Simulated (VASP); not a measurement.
Here is a VASP 6.6.1 calculation.

Contents of INCAR:

```
SYSTEM = TaAs
ALGO = Normal
EDIFF = 1E-6
ENCUT = 520
GGA = PS
ISIF = 2
ISMEAR = 0
LASPH = .True.
LCHARG = .False.
LREAL = .False.
LWAVE = .False.
NBANDS = 24
NELM = 100
PREC = Accurate
SIGMA = 0.1
```

KPOINTS

```
k-points
0
Gamma
  18 18 18
  0 0 0
```

File POSCAR:

```
TaAs
1.0
   -1.7143502425      1.7143502425      5.7911321836
    1.7143502425     -1.7143502425      5.7911321836
    1.7143502425      1.7143502425     -5.7911321836
Ta As
2 2
Direct
    0.5003132537      1.0003132537      0.5000000000
    0.7503132537      0.7503132537      0.0000000000
    0.0822861663      0.5822861663      0.5000000000
    0.3322861663      0.3322861663      0.0000000000
```

Potentials or basis: VASP PAW PBE potentials, release 64 (Ta_pv, As).

Command:

```console
$ cat potpaw_PBE.64/Ta_pv/POTCAR potpaw_PBE.64/As/POTCAR > POTCAR
$ mpirun -np 1 vasp_std > vasp.out
```

(1) Estimate the band gap on the k mesh.

(2) What does it give for the pressure?

Results:

(1) zero (band 16 reaches 7.05 eV, above the bottom of band 17 at 7.01 eV).

(2) 0.7 GPa.

Caveat: the PAW data sets were made with another functional, which shifts forces and pressure a little; spin-orbit coupling is left out, which moves the levels of the heavy elements.
